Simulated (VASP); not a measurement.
# Ga7PdN8 (P3m1) in VASP: notebook

Runs on Ga7PdN8. Level: PBEsol+U. Tasks: single point.

Everything below comes from runs of VASP 6.6.1. Logs are shortened: lines on timing, memory, paths and dates and some standing lists are left out, and cuts for length are marked.

**1. The cell of the first run**

Symmetry: P3m1, No. 156, trigonal system. The conventional cell has a = 6.380 Å, b = 6.380 Å, c = 5.189 Å, α = 90.00°, β = 90.00°, γ = 120.00°. Pd (site symmetry 3m) has 4 N at 2.08 to 2.11 Å within 2.8 Å. Ga (site symmetry m) has 4 N at 1.92 to 1.94 Å within 2.5 Å. Ga (site symmetry m) has 4 N at 1.93 to 1.94 Å within 2.6 Å. Within 2.6 Å of Ga (site symmetry 3m) lie 4 N at 1.94 to 1.95 Å. N (site symmetry 3m) has 3 Ga at 1.93 Å and 1 Pd at 2.11 Å within 2.6 Å. Within 2.6 Å of N (site symmetry m) lie 4 Ga at 1.93 to 1.94 Å. Within 2.5 Å of N (site symmetry m) lie 3 Ga at 1.92 to 1.93 Å and 1 Pd at 2.08 Å. Within 2.6 Å of N (site symmetry 3m) lie 4 Ga at 1.94 to 1.95 Å.

**2. Single point, PBEsol+U, collinear spin**

File INCAR:

```
SYSTEM = Ga7PdN8
  ALGO = Normal
  EDIFF = 1E-6
  ENCUT = 520
  GGA = PS
  ISIF = 2
  ISMEAR = 0
  ISPIN = 2
  LASPH = .TRUE.
  LCHARG = .FALSE.
  LDAU = .TRUE.
  LDAUJ = 0 0 0
  LDAUL = 2 -1 -1
  LDAUPRINT = 1
  LDAUTYPE = 2
  LDAUU = 2 0 0
  LMAXMIX = 4
  LORBIT = 11
  LREAL = Auto
  LWAVE = .FALSE.
  MAGMOM = 3 0 0 0 0 0 0 0 0 0 0 0 0 0 0 0
  NBANDS = 88
  NELM = 150
  PREC = Accurate
  SIGMA = 0.05
```

File KPOINTS:

```
k-points
0
G
  3 3 3
  0 0 0
```

File POSCAR:

```
Ga7PdN8
1.0
    6.3800000000      0.0000000000      0.0000000000
   -3.1900000000      5.5252421000      0.0000000000
    0.0000000000      0.0000000000      5.1890000000
Pd Ga N
1 7 8
Direct
    0.3333333333      0.1666666667      0.9970661367
    0.3367868153      0.6683934076      0.0013916944
    0.8316065924      0.1632131847      0.0013916944
    0.8316065924      0.6683934076      0.0013916944
    0.1645381660      0.3354618340      0.4974567470
    0.1645381660      0.8290763319      0.4974567470
    0.6709236681      0.3354618340      0.4974567470
    0.6666666667      0.8333333333      0.4986304684
    0.3333333333      0.1666666667      0.4037776122
    0.3349280613      0.6674640307      0.3738691721
    0.8325359693      0.1650719387      0.3738691721
    0.8325359693      0.6674640307      0.3738691721
    0.1551430545      0.3448569455      0.8695298536
    0.1551430545      0.8102861089      0.8695298536
    0.6897138911      0.3448569455      0.8695298536
    0.6666666667      0.8333333333      0.8737833818
```

Potentials or basis: VASP PAW PBE potentials, release 64 (Pd, Ga_d, N).

Command:

```
$ cat potpaw_PBE.64/Pd/POTCAR potpaw_PBE.64/Ga_d/POTCAR potpaw_PBE.64/N/POTCAR > POTCAR
$ mpirun -np 1 vasp_std > vasp.out
```

OUTCAR:

```text
SYSTEM = Ga7PdN8
   EDIFF = 1E-6
   ENCUT = 520
   GGA = PS
   ISIF = 2
   ISMEAR = 0
   ISPIN = 2
   LASPH = .TRUE.
   LORBIT = 11
   LREAL = Auto
   NELM = 150
   PREC = Accurate

 ion  position               nearest neighbor table
   1  0.333  0.167  0.997-  13 2.08  15 2.08  14 2.08   9 2.11
   2  0.337  0.668  0.001-  14 1.92  13 1.92  10 1.93  16 1.94
   3  0.832  0.163  0.001-  15 1.92  13 1.92  11 1.93  16 1.94
   4  0.832  0.668  0.001-  14 1.92  15 1.92  12 1.93  16 1.94
   5  0.165  0.335  0.497-   9 1.93  13 1.93  11 1.94  10 1.94
   6  0.165  0.829  0.497-   9 1.93  14 1.93  10 1.94  12 1.94
[... 8 lines left out ...]
  15  0.690  0.345  0.870-   3 1.92   4 1.92   7 1.93   1 2.08
  16  0.667  0.833  0.874-   4 1.94   2 1.94   3 1.94   8 1.95

  LATTYP: Found a hexagonal cell.
 ALAT       =     6.3800000000
 C/A-ratio  =     0.8133228840

  Lattice vectors:

 A1 = (   6.3800000000,   0.0000000000,   0.0000000000)
 A2 = (  -3.1900000000,   5.5252421000,   0.0000000000)
 A3 = (   0.0000000000,   0.0000000000,   5.1890000000)

Analysis of symmetry for initial positions (statically):
=====================================================================
 Subroutine PRICEL returns:
 Original cell was already a primitive cell.

 Routine SETGRP: Setting up the symmetry group for a
 hexagonal supercell.

 Subroutine GETGRP returns: Found  6 space group operations
 (whereof  2 operations were pure point group operations)
 out of a pool of 24 trial point group operations.

The static configuration has the point symmetry C_1h.
 The point group associated with its full space group is C_3v.

Analysis of symmetry for dynamics (positions and initial velocities):
=====================================================================
 Subroutine PRICEL returns:
 Original cell was already a primitive cell.

 Routine SETGRP: Setting up the symmetry group for a
 hexagonal supercell.

 Subroutine GETGRP returns: Found  6 space group operations
 (whereof  2 operations were pure point group operations)
 out of a pool of 24 trial point group operations.

The dynamic configuration has the point symmetry C_1h.
 The point group associated with its full space group is C_3v.

Analysis of structural, dynamic, and magnetic symmetry:
=====================================================================
 Subroutine PRICEL returns:
 Original cell was already a primitive cell.

 Routine SETGRP: Setting up the symmetry group for a
 hexagonal supercell.

 Subroutine GETGRP returns: Found  6 space group operations
 (whereof  2 operations were pure point group operations)
 out of a pool of 24 trial point group operations.

The overall configuration has the point symmetry C_1h.
 The point group associated with its full space group is C_3v.

 Subroutine INISYM returns: Found  6 space group operations
 (whereof  2 operations are pure point group operations),
 and found     1 'primitive' translations

----------------------------------------------------------------------------------------

                                     Primitive cell

  volume of cell :     182.9177

  direct lattice vectors                    reciprocal lattice vectors
     6.380000000  0.000000000  0.000000000     0.156739812  0.090493772  0.000000000
    -3.190000000  5.525242100  0.000000000     0.000000000  0.180987544  0.000000000
     0.000000000  0.000000000  5.189000000     0.000000000  0.000000000  0.192715359

  length of vectors
     6.380000000  6.380000021  5.189000000     0.180987545  0.180987544  0.192715359

  position of ions in fractional coordinates (direct lattice)
     0.333333333  0.166666667  0.997066137
     0.336786815  0.668393408  0.001391694
     0.831606592  0.163213185  0.001391694
     0.831606592  0.668393408  0.001391694
     0.164538166  0.335461834  0.497456747
     0.164538166  0.829076332  0.497456747
[... 8 lines left out ...]
     0.689713891  0.344856945  0.869529854
     0.666666667  0.833333333  0.873783382

[... 105 lines left out ...]
   LEPSILON=     F    determine dielectric tensor
   LRPA    =     F    only Hartree local field effects (RPA)
 spin polarized calculation
 Gauss-broadening in eV      SIGMA  =   0.05
  energy-cutoff  :      520.00
  volume of cell :      182.92
 maximum number of plane-waves:      4969
 NGX is ok and might be reduce to    48
   NGX = 23   NGY = 23   NGZ = 19

atom =   1  type =  1  l = 2

 onsite density matrix

spin component  1

  0.8690  0.0000  0.0000  0.0634  0.0000
  0.0000  0.9148  0.0000 -0.0000  0.0634
  0.0000  0.0000  0.9659  0.0000  0.0000
  0.0634 -0.0000  0.0000  0.9148 -0.0000
  0.0000  0.0634  0.0000 -0.0000  0.8690

spin component  2

  0.8593 -0.0000  0.0000  0.0681  0.0000
 -0.0000  0.9117  0.0000 -0.0000  0.0681
  0.0000  0.0000  0.5739 -0.0000  0.0000
  0.0681 -0.0000 -0.0000  0.9117 -0.0000
  0.0000  0.0681  0.0000 -0.0000  0.8593

 occupancies and eigenvectors

  o =  0.5739  v =  0.0000  0.0000  0.0000  0.0000  0.0000  0.0000 -0.0000 -1.0000  0.0000  0.0000      0.0000  0.0000  0.0000  0.0000  0.0000  0.0000  0.0000  0.0000  0.0000  0.0000
  o =  0.8126  v =  0.0000  0.0000  0.0000  0.0000  0.0000 -0.8244  0.0000  0.0000  0.5660  0.0000      0.0000  0.0000  0.0000  0.0000  0.0000  0.0000  0.0000  0.0000  0.0000  0.0000
  o =  0.8126  v =  0.0000  0.0000  0.0000  0.0000  0.0000  0.0000  0.5660 -0.0000  0.0000 -0.8244      0.0000  0.0000  0.0000  0.0000  0.0000  0.0000  0.0000  0.0000  0.0000  0.0000
  o =  0.8245  v = -0.8185  0.0000  0.0000  0.5745  0.0000  0.0000  0.0000  0.0000  0.0000  0.0000      0.0000  0.0000  0.0000  0.0000  0.0000  0.0000  0.0000  0.0000  0.0000  0.0000
  o =  0.8245  v =  0.0000 -0.5745 -0.0000 -0.0000  0.8185  0.0000  0.0000  0.0000  0.0000  0.0000      0.0000  0.0000  0.0000  0.0000  0.0000  0.0000  0.0000  0.0000  0.0000  0.0000
  o =  0.9584  v =  0.0000  0.0000  0.0000  0.0000  0.0000  0.5660  0.0000  0.0000  0.8244  0.0000      0.0000  0.0000  0.0000  0.0000  0.0000  0.0000  0.0000  0.0000  0.0000  0.0000
  o =  0.9584  v =  0.0000  0.0000  0.0000  0.0000  0.0000  0.0000  0.8244  0.0000 -0.0000  0.5660      0.0000  0.0000  0.0000  0.0000  0.0000  0.0000  0.0000  0.0000  0.0000  0.0000
  o =  0.9593  v = -0.5745  0.0000 -0.0000 -0.8185 -0.0000  0.0000  0.0000  0.0000  0.0000  0.0000      0.0000  0.0000  0.0000  0.0000  0.0000  0.0000  0.0000  0.0000  0.0000  0.0000
  o =  0.9593  v =  0.0000  0.8185 -0.0000 -0.0000  0.5745  0.0000  0.0000  0.0000  0.0000  0.0000      0.0000  0.0000  0.0000  0.0000  0.0000  0.0000  0.0000  0.0000  0.0000  0.0000
  o =  0.9659  v =  0.0000  0.0000  1.0000 -0.0000  0.0000  0.0000  0.0000  0.0000  0.0000  0.0000      0.0000  0.0000  0.0000  0.0000  0.0000  0.0000  0.0000  0.0000  0.0000  0.0000

 number of electron     140.9999992 magnetization       0.9293041

 Free energy of the ion-electron system (eV)
  ---------------------------------------------------
  ext. energy  EPLUGINS =         0.00000000
  ---------------------------------------------------
  free energy    TOTEN  =      -101.54343810 eV

  energy without entropy =     -101.53902559  energy(sigma->0) =     -101.54123185

 E-fermi :   6.2078     XC(G=0): -11.9933

 val. band max:        6.1700592353   @ k =   0.0000   0.3333   0.3333
 cond. band min:       6.3012566166   @ k =   0.3333   0.3333   0.0000
 fundamental gap:      0.1311973813
 Fermi energy:         6.2077624425

 spin component 1

 k-point     1 :       0.0000    0.0000    0.0000
  band No.  band energies     occupation
      1     -10.6020      1.00000
      2      -9.6823      1.00000
      3      -9.6752      1.00000
      4      -9.6752      1.00000
      5      -9.6059      1.00000
      6      -9.4445      1.00000
[... 584 lines left out ...]
     81      12.5816      0.00000
     82      12.7498      0.00000
 Fermi energy:         6.2077624425

 spin component 2

 k-point     1 :       0.0000    0.0000    0.0000
  band No.  band energies     occupation
      1     -10.5610      1.00000
      2      -9.6584      1.00000
      3      -9.6584      1.00000
      4      -9.6530      1.00000
      5      -9.5637      1.00000
      6      -9.4048      1.00000
[... 584 lines left out ...]
     81      12.6342      0.00000
     82      12.7717      0.00000
 [bands above 82 left out]

------------------------ aborting loop because EDIFF is reached ----------------------------------------

  FORCE on cell =-STRESS in cart. coord.  units (eV):
  Direction    XX          YY          ZZ          XY          YZ          ZX
  --------------------------------------------------------------------------------------
  -------------------------------------------------------------------------------------
  Total        2.7889866      2.7889867      4.3926565      0.0000000      0.0000000     -0.0000000
  in kB       24.4287562     24.4287564     38.4753136      0.0000000      0.0000000     -0.0000000
  external PRESSURE =      29.1109421 kB  Pullay stress =       0.0000000 kB

 VOLUME and BASIS-vectors are now :
 -----------------------------------------------------------------------------
  energy-cutoff  :      520.00
  volume of cell :      182.92
      direct lattice vectors                 reciprocal lattice vectors
     6.380000000  0.000000000  0.000000000     0.156739812  0.090493772  0.000000000
    -3.190000000  5.525242100  0.000000000     0.000000000  0.180987544  0.000000000
     0.000000000  0.000000000  5.189000000     0.000000000  0.000000000  0.192715359

 POSITION                                       TOTAL-FORCE (eV/Angst)
 -----------------------------------------------------------------------------------
      1.59500      0.92087      5.17378         0.000000      0.000000     -0.049394
      0.01652      3.69304      0.00722        -0.014315     -0.008265      0.009082
      4.78500      0.90179      0.00722         0.000000      0.016530      0.009082
      3.17348      3.69304      0.00722         0.014315     -0.008265      0.009082
     -0.02037      1.85351      2.58130         0.004169     -0.002407     -0.016137
     -1.59500      4.58085      2.58130         0.000000      0.004814     -0.016137
[... 8 lines left out ...]
      3.30028      1.90542      4.51199        -0.197169     -0.113836      0.076378
      1.59500      4.60437      4.53406         0.000000      0.000000      0.004361
 -----------------------------------------------------------------------------------
    total drift:                               -0.000009      0.000003     -0.004716

  FREE ENERGIE OF THE ION-ELECTRON SYSTEM (eV)
  ---------------------------------------------------
  free  energy   TOTEN  =      -101.5434381038 eV

  energy  without entropy=     -101.5390255878  energy(sigma->0) =     -101.54123185

 total charge

# of ion       s       p       d       tot
------------------------------------------
    1        0.484   0.582   8.599   9.664
    2        0.795   0.938  10.199  11.932
    3        0.795   0.938  10.199  11.932
    4        0.795   0.938  10.199  11.932
    5        0.793   0.920  10.190  11.903
    6        0.793   0.920  10.190  11.903
[... 8 lines left out ...]
   15        1.241   2.448   0.000   3.688
   16        1.217   2.514   0.000   3.731
--------------------------------------------------
tot         15.855  26.926  79.950 122.731

 magnetization (x)

# of ion       s       p       d       tot
------------------------------------------
    1       -0.001   0.046   0.417   0.462
    2       -0.000   0.000   0.001   0.001
    3       -0.000   0.000   0.001   0.001
    4       -0.000   0.000   0.001   0.001
    5       -0.000   0.001   0.006   0.006
    6       -0.000   0.001   0.006   0.006
[... 8 lines left out ...]
   15        0.003   0.037   0.000   0.040
   16       -0.000   0.003   0.000   0.003
--------------------------------------------------
tot          0.017   0.345   0.439   0.801
```

It took 5.6 min on 1 thread of Intel Xeon Platinum 8488C (Sapphire Rapids), shared host; peak memory 0.45 GiB.

Results:

```
Free energy                                           : -101.5434 eV
Pressure                                              : 2.9 GPa
Largest force                                         : 0.240 eV/Å
Net moment                                            : 0.93 μB per cell
Site moments                                          : Pd +0.46; Ga +0.00, +0.01 (each value once); N +0.17, +0.01, +0.04, +0.00 (each value once) μB
Valence electrons inside the program's atomic spheres : Pd 9.66; Ga 11.93, 11.90, 11.88 (each value once); N 3.69, 3.73 (each value once)
```

Forces on the atoms (eV/Å):
```
Pd   0.000  0.000 -0.049
Ga  -0.014 -0.008  0.009
Ga   0.000  0.017  0.009
Ga   0.014 -0.008  0.009
Ga   0.004 -0.002 -0.016
Ga   0.000  0.005 -0.016
Ga  -0.004 -0.002 -0.016
Ga   0.000  0.000 -0.016
N    0.000  0.000 -0.176
N    0.011  0.006  0.010
N    0.000 -0.012  0.010
N   -0.011  0.006  0.010
N    0.197 -0.114  0.076
N    0.000  0.228  0.076
N   -0.197 -0.114  0.076
N    0.000  0.000  0.004
```

Eigenvalues of the final occupation matrices:
```csv
site,spin,trace,eigenvalues
site 1 d,1,4.53,0.82 0.82 0.96 0.96 0.97
site 1 d,2,4.12,0.57 0.81 0.81 0.96 0.96
```

Caveat: the k points lie up to 0.40 Å⁻¹ apart; a moment this small can come from the mesh or the smearing; the PAW data sets were made with another functional, which shifts forces and pressure a little.

**3. Single point, PBEsol+U, collinear spin**

File INCAR:

```
PREC = Accurate
ENCUT = 520
EDIFF = 1E-7
ISMEAR = 0
SIGMA = 0.05
LREAL = Auto
LASPH = T
NELM = 150
ALGO = Normal
ISIF = 2
LWAVE = F
LCHARG = F
ISPIN = 2
MAGMOM = 0.4 0 0 0 0 0 0 0 0.2 0.01 0.01 0.01 0.05 0.05 0.05 0
LORBIT = 11
LMAXMIX = 4
LDAU = T
LDAUTYPE = 2
LDAUL = 2 -1 -1
LDAUU = 2 0 0
LDAUJ = 0 0 0
LDAUPRINT = 1
GGA = PS
NBANDS = 88
```

File KPOINTS:

```
regular mesh
0
Gamma
  3 3 3
```

POSCAR is that of step 2.

Potentials or basis: VASP PAW PBE potentials, release 64 (Pd, Ga_d, N).

Command:

```
$ cat potpaw_PBE.64/Pd/POTCAR potpaw_PBE.64/Ga_d/POTCAR potpaw_PBE.64/N/POTCAR > POTCAR
$ mpirun -np 1 vasp_std > vasp.out
```

Run time: 6.2 min. Hardware: 1 thread of Intel Xeon Platinum 8488C (Sapphire Rapids), shared host; peak memory 0.45 GiB.

The run converged. Its results:

- Free energy: -101.5722 eV
- Pressure: 2.7 GPa
- Largest force: 0.925 eV/Å
- Net moment: 0.00 μB per cell
- Valence electrons inside the program's atomic spheres: Pd 9.67; Ga 11.93, 11.90, 11.89 (each value once); N 3.68, 3.73, 3.69 (each value once)

Forces in eV/Å, atoms in the order of the input:
```
Pd   0.000  0.000 -0.925
Ga  -0.029 -0.017  0.030
Ga   0.000  0.033  0.030
Ga   0.029 -0.017  0.030
Ga  -0.124  0.072  0.042
Ga   0.000 -0.143  0.042
Ga   0.124  0.072  0.042
Ga   0.000  0.000  0.000
N    0.000  0.000 -0.082
N    0.042  0.024  0.003
N    0.000 -0.048  0.003
N   -0.042  0.024  0.003
N   -0.009  0.005  0.263
N    0.000 -0.010  0.263
N    0.009  0.005  0.263
N    0.000  0.000 -0.008
```

Stress tensor (GPa, compression positive):
```
3.10 0.00 0.00
0.00 3.10 0.00
0.00 0.00 1.78
```

Levels at points of the mesh, in eV from the Fermi level:
Spin up:
```
           k point  band 68  band 69  band 70  band 71  band 72  band 73
(0.00, 0.00, 0.00)    -1.40    -1.40    -0.34     0.48     0.48     1.06
```
Spin down:
| k point | band 66 | band 67 | band 68 | band 69 | band 70 | band 71 | band 72 | band 73 | band 74 | band 75 |
| --- | --- | --- | --- | --- | --- | --- | --- | --- | --- | --- |
| (0.00, 0.00, 0.00) | -1.70 | -1.70 | -1.40 | -1.40 | -0.34 | 0.48 | 0.48 | 1.06 | 3.37 | 4.23 |

Eigenvalues of the final occupation matrices:
| site | spin | trace | eigenvalues |
| --- | --- | --- | --- |
| site 1 d | 1 | 4.33 | 0.76 0.82 0.82 0.96 0.96 |
| site 1 d | 2 | 4.33 | 0.76 0.82 0.82 0.96 0.96 |

Caveat: the k points lie up to 0.40 Å⁻¹ apart; the PAW data sets were made with another functional, which shifts forces and pressure a little.
